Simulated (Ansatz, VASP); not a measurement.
## Two plane-wave programs on MoS2

```
Mo S
1.0
    -1.53990   -2.66719    0.00000
     1.53990   -2.66719    0.00000
     0.00000    0.00000   20.59115
Mo S
3 6
Direct
  0.33333 0.33333 0.14074
  0.66667 0.66667 0.42227
  0.00000 0.00000 0.70380
  0.00000 0.00000 0.50045
  0.33333 0.33333 0.78198
  0.66667 0.66667 0.21891
  0.00000 0.00000 0.06256
  0.33333 0.33333 0.34409
  0.66667 0.66667 0.62562
```

Alike in both runs: task single point; functional PBEsol; dispersion D3(BJ); k mesh 14 × 14 × 3; occupations gaussian, width 0.15 eV; no spin polarisation.

|  | VASP | Ansatz |
| --- | --- | --- |
| version | VASP 6.6.1 | Ansatz 0.2.0 |
| potentials or method | VASP PAW PBE potentials, release 64 (Mo_sv, S), cutoff 520 eV | scalar-relativistic, plane waves, PAW |
| valence electrons in the cell | 78 | 78 |

|  | VASP | Ansatz | Ansatz less VASP |
| --- | --- | --- | --- |
| gap on the k mesh at the Fermi level (eV) | none | none | - |
| pressure (GPa) | 0.1 | 0.1 | -0.02 |
| rms of the force components (eV/Å) | 0.036 | 0.037 | +0.0004 |

VASP's potentials were made for PBE, not for PBEsol, and Ansatz warns of the same on its side. Atom by atom the forces differ by 0.002 eV/Å (rms over components). A gap of «none» marks a metal or a gap that the smearing closes.
